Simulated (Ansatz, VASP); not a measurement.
InP: VASP beside Ansatz

```
CELL_PARAMETERS angstrom
0.00000 3.09363 2.62959
3.09363 0.00000 2.62959
3.09363 3.09363 0.00000
ATOMIC_POSITIONS crystal
In 0.00000 0.00000 0.00000
P 0.75000 0.75000 0.75000
```

Alike in both runs: task single point; functional LDA; k mesh 4 × 4 × 4; occupations gaussian, width 0.05 eV; no spin polarisation.

|  | VASP | Ansatz |
| --- | --- | --- |
| version | VASP 6.6.1 | Ansatz 0.2.0 |
| potentials or method | VASP PAW LDA potentials, release 64 (In_d, P), cutoff 500 eV | scalar-relativistic, plane waves, PAW |
| valence electrons in the cell | 18 | 18 |

VASP gave:

| Property | Result |
| --- | --- |
| gap on the k mesh at the Fermi level (eV) | 0.01 |
| least direct gap on the mesh (eV) | 0.01 |
| pressure (GPa) | -1.5 |
| traceless stress, the component that is largest in VASP (GPa) | 3.40 |

**Question.** Estimate Ansatz's values.

**Answer.** gap on the k mesh at the Fermi level (eV): 0.02; least direct gap on the mesh (eV): 0.02; pressure (GPa): -1.4; traceless stress, the component that is largest in VASP (GPa): 3.36.

LDA's correlation is that of Perdew and Zunger in VASP and of Perdew and Wang (1992) in Ansatz.

The k mesh is coarse, so the values compare programs but aren't converged.
